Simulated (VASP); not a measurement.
# SnSe (Fm-3m) in VASP: further runs

SnSe is run at these levels: PBE, LDA; tasks: single point.

Everything below comes from runs of VASP 6.6.1. Logs are shortened: lines on timing, memory, paths and dates and some standing lists are left out, and cuts for length are marked.

## 1. The cell of the first run

It takes space group Fm-3m (No. 225, cubic). Conventional cell: a = 6.004 Å, b = 6.004 Å, c = 6.004 Å, α = 90.00°, β = 90.00°, γ = 90.00°. Within 4.0 Å of Sn (site symmetry m-3m) lie 6 Se at 3.00 Å. Within 4.0 Å of Se (site symmetry m-3m) lie 6 Sn at 3.00 Å.

## 2. Single point, PBE

INCAR reads:

```
SYSTEM = SnSe
ALGO = Normal
EDIFF = 1E-6
ENCUT = 520
GGA = PE
ISIF = 2
ISMEAR = -1
LASPH = .True.
LCHARG = .True.
LELF = .True.
LREAL = .False.
LVHAR = .True.
LWAVE = .False.
NBANDS = 17
NELM = 60
PREC = Accurate
SIGMA = 0.02
```

KPOINTS reads:

```
k-points
0
Gamma
  8 8 8
  0 0 0
```

POSCAR reads:

```
SnSe
1.0
    0.0000000000      3.0021131538      3.0021131538
    3.0021131538      0.0000000000      3.0021131538
    3.0021131538      3.0021131538      0.0000000000
Sn Se
1 1
Direct
    0.0000000000      0.0000000000      0.0000000000
    0.5000000000      0.5000000000      0.5000000000
```

Potentials or basis: VASP PAW PBE potentials, release 64 (Sn_d, Se).

Started as:

```sh
$ cat potpaw_PBE.64/Sn_d/POTCAR potpaw_PBE.64/Se/POTCAR > POTCAR
$ mpirun -np 1 vasp_std > vasp.out
```

OUTCAR:

```text
SYSTEM = SnSe
   EDIFF = 1E-6
   ENCUT = 520
   GGA = PE
   ISIF = 2
   ISMEAR = -1
   LASPH = .True.
   LREAL = .False.
   NELM = 60
   PREC = Accurate

 ion  position               nearest neighbor table
   1  0.000  0.000  0.000-   2 3.00   2 3.00   2 3.00   2 3.00   2 3.00   2 3.00
   2  0.500  0.500  0.500-   1 3.00   1 3.00   1 3.00   1 3.00   1 3.00   1 3.00

  LATTYP: Found a face centered cubic cell.
 ALAT       =     6.0042263076

  Lattice vectors:

 A1 = (   0.0000000000,   3.0021131538,   3.0021131538)
 A2 = (   3.0021131538,   0.0000000000,   3.0021131538)
 A3 = (   3.0021131538,   3.0021131538,   0.0000000000)

Analysis of symmetry for initial positions (statically):
=====================================================================
 Subroutine PRICEL returns:
 Original cell was already a primitive cell.

 Routine SETGRP: Setting up the symmetry group for a
 face centered cubic supercell.

 Subroutine GETGRP returns: Found 48 space group operations
 (whereof 48 operations were pure point group operations)
 out of a pool of 48 trial point group operations.

The static configuration has the point symmetry O_h .

Analysis of symmetry for dynamics (positions and initial velocities):
=====================================================================
 Subroutine PRICEL returns:
 Original cell was already a primitive cell.

 Routine SETGRP: Setting up the symmetry group for a
 face centered cubic supercell.

 Subroutine GETGRP returns: Found 48 space group operations
 (whereof 48 operations were pure point group operations)
 out of a pool of 48 trial point group operations.

The dynamic configuration has the point symmetry O_h .

 Subroutine INISYM returns: Found 48 space group operations
 (whereof 48 operations are pure point group operations),
 and found     1 'primitive' translations

----------------------------------------------------------------------------------------

                                     Primitive cell

  volume of cell :      54.1142

  direct lattice vectors                    reciprocal lattice vectors
     0.000000000  3.002113154  3.002113154    -0.166549352  0.166549352  0.166549352
     3.002113154  0.000000000  3.002113154     0.166549352 -0.166549352  0.166549352
     3.002113154  3.002113154  0.000000000     0.166549352  0.166549352 -0.166549352

  length of vectors
     4.245629138  4.245629138  4.245629138     0.288471939  0.288471939  0.288471939

  position of ions in fractional coordinates (direct lattice)
     0.000000000  0.000000000  0.000000000
     0.500000000  0.500000000  0.500000000

  ion indices of the primitive-cell ions
   primitive index   ion index
                 1           1
                 2           2

----------------------------------------------------------------------------------------

 KPOINTS: k-points

Automatic generation of k-mesh.
 Grid dimensions read from file:
 generate k-points for:    8    8    8

 Generating k-lattice:

  Cartesian coordinates                     Fractional coordinates (reciprocal lattice)
    -0.020818669  0.020818669  0.020818669     0.125000000  0.000000000  0.000000000
     0.020818669 -0.020818669  0.020818669     0.000000000  0.125000000  0.000000000
     0.020818669  0.020818669 -0.020818669     0.000000000  0.000000000  0.125000000

  Length of vectors
     0.036058992  0.036058992  0.036058992

  Shift w.r.t. Gamma in fractional coordinates (k-lattice)
     0.000000000  0.000000000  0.000000000

 Subroutine IBZKPT returns following result:
 ===========================================

 Found     29 irreducible k-points:

 Following reciprocal coordinates:
            Coordinates               Weight
  0.000000  0.000000  0.000000      1.000000
  0.125000  0.000000  0.000000      8.000000
  0.250000  0.000000  0.000000      8.000000
  0.375000  0.000000  0.000000      8.000000
  0.500000  0.000000  0.000000      4.000000
  0.125000  0.125000  0.000000      6.000000
[... 16 lines left out ...]
  0.500000  0.250000  0.125000     48.000000
 -0.375000  0.250000  0.125000     24.000000
 [... further k-points ...]
   k-points           NKPTS =     29   k-points in BZ     NKDIM =     29   number of bands    NBANDS=     17
   number of dos      NEDOS =    301   number of ions     NIONS =      2
   total plane-waves  NPLWV =  32768
   dimension x,y,z NGX =    32 NGY =   32 NGZ =   32
   dimension x,y,z NGXF=    64 NGYF=   64 NGZF=   64
   ions per type =               1   1
   NGX,Y,Z   is equivalent  to a cutoff of  12.53, 12.53, 12.53 a.u.
   NGXF,Y,Z  is equivalent  to a cutoff of  25.06, 25.06, 25.06 a.u.
 SYSTEM =  SnSe
   PREC   = accura    normal or accurate (medium, high low for compatibility)
   ISTART =      0    job   : 0-new  1-cont  2-samecut
   ICHARG =      2    charge: 1-file 2-atom 10-const
   ISPIN  =      1    spin polarized calculation?
   LNONCOLLINEAR =      F non collinear calculations
   LSORBIT =      F    spin-orbit coupling
   LASPH  =      T    aspherical Exc in radial PAW
   ENCUT  =  520.0 eV  38.22 Ry    6.18 a.u.   7.89  7.89  7.89*2*pi/ulx,y,z
   NELM   =     60;   NELMIN=  2; NELMDL= -5     # of ELM steps
   EDIFF  = 0.1E-05   stopping-criterion for ELM
   LREAL  =      F    real-space projection
   EDIFFG = 0.1E-04   stopping-criterion for IOM
   NSW    =      0    number of steps for IOM
   IBRION =     -1    ionic relax: 0-MD 1-quasi-New 2-CG
   NFREE  =      0    steps in history (QN), initial steepest desc. (CG)
   ISIF   =      2    stress and relaxation
   ISYM   =      2    0-nonsym 1-usesym 2-fastsym
   POTIM  = 0.5000    time-step for ionic-motion
   TEBEG  =    0.0;   TEEND  =   0.0 temperature during run
   PSTRESS=    0.0 pullay stress
   NELECT =      20.0000    total number of electrons
   NUPDOWN=      -1.0000    fix difference up-down
   EMIN   =  10.00;   EMAX   =-10.00  energy-range for DOS
   EFERMI =   0.00;   METHOD = LEGACY
   ISMEAR =    -1;   SIGMA  =   0.02  broadening in eV -4-tet -1-fermi 0-gaus
   EFERMI_NEDOS =   21; number of points for ismear=-14 and -15
   IALGO  =     38    algorithm
   IMIX   =      4    mixing-type and parameters
     AMIX     =   0.40;   BMIX     =  1.00
     AMIX_MAG =   1.60;   BMIX_MAG =  1.00
  volume/ion in A,a.u.               =      27.06       182.59
  Fermi-wavevector in a.u.,A,eV,Ry     =   1.174846  2.220138 18.779634  1.380264
  Thomas-Fermi vector in A             =   2.311237
   LORBIT       =      0    0 simple, 1 ext, 2 COOP (PROOUT), +10 PAW based schemes
   GGA     = PE    functional components
   LHFCALC =     F    Hartree Fock is set to
   AEXX    =    0.0000 exact exchange contribution
   IVDW    =     0    specifies the selected vdW correction
   LEPSILON=     F    determine dielectric tensor
   LRPA    =     F    only Hartree local field effects (RPA)
 non-spin polarized calculation
  energy-cutoff  :      520.00
  volume of cell :       54.11
 maximum number of plane-waves:      1475
   NGX = 15   NGY = 15   NGZ = 15

 number of electron      20.0000007 magnetization

 Free energy of the ion-electron system (eV)
  ---------------------------------------------------
  ext. energy  EPLUGINS =         0.00000000
  ---------------------------------------------------
  free energy    TOTEN  =        -8.21582973 eV

  energy without entropy =       -8.21582973  energy(sigma->0) =       -8.21582973

 E-fermi :   5.9730     XC(G=0):  -9.6355

 val. band max:        5.6661653304   @ k =   0.5000   0.0000   0.0000
 cond. band min:       6.2829361551   @ k =   0.5000   0.0000   0.0000
 fundamental gap:      0.6167708247
 Fermi energy:         5.9729785008

 k-point     1 :       0.0000    0.0000    0.0000
  band No.  band energies     occupation
      1     -15.9291      2.00000
      2     -15.9291      2.00000
      3     -15.9291      2.00000
      4     -15.9272      2.00000
      5     -15.9272      2.00000
      6      -8.2458      2.00000
[... 9 lines left out ...]
     16      11.5314      0.00000
     17      13.8398      0.00000

 k-point     2 :       0.1250    0.0000    0.0000
  band No.  band energies     occupation
      1     -15.9290      2.00000
      2     -15.9290      2.00000
      3     -15.9287      2.00000
      4     -15.9265      2.00000
      5     -15.9265      2.00000
      6      -8.1351      2.00000
[... 9 lines left out ...]
     16      11.9039      0.00000
     17      14.8756      0.00000

 k-point     3 :       0.2500    0.0000    0.0000
  band No.  band energies     occupation
      1     -15.9317      2.00000
      2     -15.9317      2.00000
      3     -15.9278      2.00000
      4     -15.9220      2.00000
      5     -15.9220      2.00000
      6      -7.8365      2.00000
[... 9 lines left out ...]
     16      12.8681      0.00000
     17      17.0421      0.00000

 k-point     4 :       0.3750    0.0000    0.0000
  band No.  band energies     occupation
      1     -15.9346      2.00000
      2     -15.9346      2.00000
      3     -15.9269      2.00000
      4     -15.9173      2.00000
      5     -15.9173      2.00000
      6      -7.4751      2.00000
[... 9 lines left out ...]
     16      14.3497      0.00000
     17      17.1508      0.00000
[... 343 lines left out ...]
      1     -15.9376      2.00000
      2     -15.9296      2.00000
      3     -15.9279      2.00000
      4     -15.9204      2.00000
      5     -15.9182      2.00000
      6      -7.5983      2.00000
[... 9 lines left out ...]
     16      15.1225      0.00000
     17      15.2838      0.00000

 k-point    23 :       0.5000    0.2500    0.1250
  band No.  band energies     occupation
      1     -15.9403      2.00000
      2     -15.9299      2.00000
      3     -15.9267      2.00000
      4     -15.9186      2.00000
      5     -15.9160      2.00000
      6      -7.2920      2.00000
[... 9 lines left out ...]
     16      15.3821      0.00000
     17      16.7934      0.00000

 k-point    24 :      -0.3750    0.2500    0.1250
  band No.  band energies     occupation
      1     -15.9412      2.00000
      2     -15.9309      2.00000
      3     -15.9238      2.00000
      4     -15.9199      2.00000
      5     -15.9145      2.00000
      6      -7.1475      2.00000
[... 9 lines left out ...]
     16      16.4937      0.00000
     17      16.5699      0.00000

 [... further k-points ...]

------------------------ aborting loop because EDIFF is reached ----------------------------------------

  FORCE on cell =-STRESS in cart. coord.  units (eV):
  Direction    XX          YY          ZZ          XY          YZ          ZX
  --------------------------------------------------------------------------------------
  -------------------------------------------------------------------------------------
  Total        0.4500642      0.4500642      0.4500642      0.0000000      0.0000000      0.0000000
  in kB       13.3252058     13.3252058     13.3252058      0.0000000      0.0000000      0.0000000
  external PRESSURE =      13.3252058 kB  Pullay stress =       0.0000000 kB

 VOLUME and BASIS-vectors are now :
 -----------------------------------------------------------------------------
  energy-cutoff  :      520.00
  volume of cell :       54.11
      direct lattice vectors                 reciprocal lattice vectors
     0.000000000  3.002113154  3.002113154    -0.166549352  0.166549352  0.166549352
     3.002113154  0.000000000  3.002113154     0.166549352 -0.166549352  0.166549352
     3.002113154  3.002113154  0.000000000     0.166549352  0.166549352 -0.166549352

 POSITION                                       TOTAL-FORCE (eV/Angst)
 -----------------------------------------------------------------------------------
      0.00000      0.00000      0.00000         0.000000      0.000000      0.000000
      3.00211      3.00211      3.00211         0.000000     -0.000000     -0.000000
 -----------------------------------------------------------------------------------
    total drift:                                0.000000     -0.000000     -0.000000

  FREE ENERGIE OF THE ION-ELECTRON SYSTEM (eV)
  ---------------------------------------------------
  free  energy   TOTEN  =        -8.2158297275 eV

  energy  without entropy=       -8.2158297252  energy(sigma->0) =       -8.21582973
```

Run time: 10 s. Hardware: 1 thread of AMD EPYC 9R45 (Zen 5), shared host; peak memory 0.16 GiB.

Results:

| Quantity | Value |
| --- | --- |
| Free energy | -8.2158 eV |
| Pressure | 1.3 GPa |
| Band gap on the k mesh | 0.62 eV, direct |

Caveat: spin-orbit coupling is left out, which moves the levels of the heavy elements.

## 3. Single point, LDA

INCAR reads:

```
ALGO = Normal
EDIFF = 1E-6
ENCUT = 520
ISIF = 2
ISMEAR = -1
LASPH = T
LCHARG = F
LREAL = F
LWAVE = F
NBANDS = 17
NELM = 60
PREC = Accurate
SIGMA = 0.02
```

KPOINTS reads:

```
k-points
0
Gamma
  8 8 8
```

POSCAR is that of step 2.

Potentials or basis: VASP PAW LDA potentials, release 64 (Sn_d, Se).

Started as:

```sh
$ cat potpaw_LDA.64/Sn_d/POTCAR potpaw_LDA.64/Se/POTCAR > POTCAR
$ mpirun -np 1 vasp_std > vasp.out
```

Wall time 8.2 s (1 thread of AMD EPYC 9R45 (Zen 5), shared host); peak memory 0.14 GiB.

Results (log left out):

| Property | Result |
| --- | --- |
| Free energy | -9.4830 eV |
| Pressure | -2.9 GPa |
| Band gap on the k mesh | 0.66 eV, direct |

Levels at points of the mesh, in eV from the valence-band top:
```
           k point  band 8  band 9  band 10  band 11  band 12  band 13
(0.00, 0.00, 0.00)   -2.09   -2.09    -2.09     4.35     4.35     4.35
(0.50, 0.00, 0.00)   -1.83   -1.83     0.00     0.66     1.29     1.29
(0.50, 0.50, 0.00)   -5.42   -3.56    -3.56     3.06     5.40     5.40
```

Caveat: spin-orbit coupling is left out, which moves the levels of the heavy elements.

## 4. Single point, PBE

This run uses another cell than the first one, of 27.77 Å³/atom, 1.026 times its volume.

INCAR reads:

```
PREC     = Accurate       # precision mode
ENCUT    = 520            # plane-wave cutoff, eV
EDIFF    = 1E-7           # SCF threshold, eV
ISMEAR   = -1             # smearing method
SIGMA    = 0.02           # smearing width, eV
LREAL    = F              # projectors in reciprocal space
LASPH    = T              # aspherical terms in the spheres
NELM     = 100            # most SCF steps
ALGO     = Normal         # electronic algorithm
ISIF     = 2              # what is computed and relaxed
LWAVE    = F              # write WAVECAR
LCHARG   = T              # write CHGCAR
GGA      = PE             # functional
LELF     = T              # ELF
LVHAR    = T            
NBANDS   = 17             # bands
```

KPOINTS reads:

```
regular mesh
0
Gamma
  8 8 8
```

POSCAR reads:

```
SnSe
1.0
    0.0000000000      3.0281454309      3.0281454309
    3.0281454309      0.0000000000      3.0281454309
    3.0281454309      3.0281454309      0.0000000000
Sn Se
1 1
Direct
    0.0000000000      0.0000000000      0.0000000000
    0.5000000000      0.5000000000      0.5000000000
```

Potentials or basis: VASP PAW PBE potentials, release 64 (Sn_d, Se).

Started as:

```sh
$ cat potpaw_PBE.64/Sn_d/POTCAR potpaw_PBE.64/Se/POTCAR > POTCAR
$ mpirun -np 1 vasp_std > vasp.out
```

OUTCAR:

```text
PREC = Accurate
   ENCUT = 520
   EDIFF = 1E-7
   ISMEAR = -1
   LREAL = F
   LASPH = T
   NELM = 100
   ISIF = 2
   GGA = PE

 ion  position               nearest neighbor table
   1  0.000  0.000  0.000-   2 3.03   2 3.03   2 3.03   2 3.03   2 3.03   2 3.03
   2  0.500  0.500  0.500-   1 3.03   1 3.03   1 3.03   1 3.03   1 3.03   1 3.03

  LATTYP: Found a face centered cubic cell.
 ALAT       =     6.0562908618

  Lattice vectors:

 A1 = (   0.0000000000,   3.0281454309,   3.0281454309)
 A2 = (   3.0281454309,   0.0000000000,   3.0281454309)
 A3 = (   3.0281454309,   3.0281454309,   0.0000000000)

Analysis of symmetry for initial positions (statically):
=====================================================================
 Subroutine PRICEL returns:
 Original cell was already a primitive cell.

 Routine SETGRP: Setting up the symmetry group for a
 face centered cubic supercell.

 Subroutine GETGRP returns: Found 48 space group operations
 (whereof 48 operations were pure point group operations)
 out of a pool of 48 trial point group operations.

[... 153 lines left out ...]
 Free energy of the ion-electron system (eV)
  ---------------------------------------------------
  ext. energy  EPLUGINS =         0.00000000
  ---------------------------------------------------
  free energy    TOTEN  =        -8.22200258 eV

  energy without entropy =       -8.22200255  energy(sigma->0) =       -8.22200257

 E-fermi :   5.6504     XC(G=0):  -9.5175

 val. band max:        5.3983324546   @ k =   0.5000   0.0000   0.0000
 cond. band min:       5.9025440799   @ k =   0.5000   0.0000   0.0000
 fundamental gap:      0.5042116253
 Fermi energy:         5.6504098258

 k-point     1 :       0.0000    0.0000    0.0000
  band No.  band energies     occupation
      1     -16.2223      2.00000
      2     -16.2223      2.00000
      3     -16.2223      2.00000
      4     -16.2194      2.00000
      5     -16.2194      2.00000
      6      -8.3569      2.00000
[... 457 lines left out ...]
      4     -16.2140      2.00000
      5     -16.2092      2.00000
      6      -7.3262      2.00000
[... 9 lines left out ...]
     16      16.1274      0.00000
     17      16.2261      0.00000

 [... further k-points ...]
[... 5 lines left out ...]
  --------------------------------------------------------------------------------------
  -------------------------------------------------------------------------------------
  Total        0.0015203      0.0015203      0.0015203      0.0000000      0.0000000     -0.0000000
  in kB        0.0438617      0.0438617      0.0438617      0.0000000      0.0000000     -0.0000000
  external PRESSURE =       0.0438617 kB  Pullay stress =       0.0000000 kB

 VOLUME and BASIS-vectors are now :
 -----------------------------------------------------------------------------
  energy-cutoff  :      520.00
  volume of cell :       55.53
      direct lattice vectors                 reciprocal lattice vectors
     0.000000000  3.028145431  3.028145431    -0.165117565  0.165117565  0.165117565
     3.028145431  0.000000000  3.028145431     0.165117565 -0.165117565  0.165117565
     3.028145431  3.028145431  0.000000000     0.165117565  0.165117565 -0.165117565

 POSITION                                       TOTAL-FORCE (eV/Angst)
 -----------------------------------------------------------------------------------
      0.00000      0.00000      0.00000        -0.000000     -0.000000      0.000000
      3.02815      3.02815      3.02815         0.000000      0.000000     -0.000000
 -----------------------------------------------------------------------------------
    total drift:                                0.000000     -0.000000     -0.000000

  FREE ENERGIE OF THE ION-ELECTRON SYSTEM (eV)
  ---------------------------------------------------
  free  energy   TOTEN  =        -8.2220025801 eV

  energy  without entropy=       -8.2220025515  energy(sigma->0) =       -8.22200257
```

stdout:

```text
POSCAR found type information on POSCAR SnSe
 POSCAR found :  2 types and       2 ions
 scaLAPACK will be used
 LDA part: xc-table for (Slater+PW92), standard interpolation
 POSCAR, INCAR and KPOINTS ok, starting setup
 FFT: planning ... GRIDC
 FFT: planning ... GRID_SOFT
 FFT: planning ... GRID
 WAVECAR not read
 entering main loop
```

Wall time 11 s (1 thread of AMD EPYC 9R45 (Zen 5), shared host); peak memory 0.16 GiB.

Results:

```yaml
Free_energy: -8.2220 eV
Pressure: 0.0 GPa
Band_gap_on_the_k_mesh: 0.50 eV, direct
```

Caveat: spin-orbit coupling is left out, which moves the levels of the heavy elements. A k mesh can miss the band edges.

## 5. Overview

| level | potentials or basis | cell | gap on the mesh (eV) | pressure (GPa) |
| --- | --- | --- | --- | --- |
| PBE | VASP PAW PBE potentials, release 64 (Sn_d, Se) | a = 4.246 Å, angles 60.0°, 2 atoms | 0.62 | 1.3 |
| LDA | VASP PAW LDA potentials, release 64 (Sn_d, Se) | a = 4.246 Å, angles 60.0°, 2 atoms | 0.66 | -2.9 |
| PBE | VASP PAW PBE potentials, release 64 (Sn_d, Se) | a = 4.282 Å, angles 60.0°, 2 atoms | 0.50 | 0.0 |

Alike in all rows: task single point; no spin polarisation; k mesh 8 × 8 × 8; cutoff (eV) 520; smearing fermi-dirac 0.02 eV.

Caveats: spin-orbit coupling is left out, which moves the levels of the heavy elements.

Absolute energies hang on the potentials; compare differences alone.
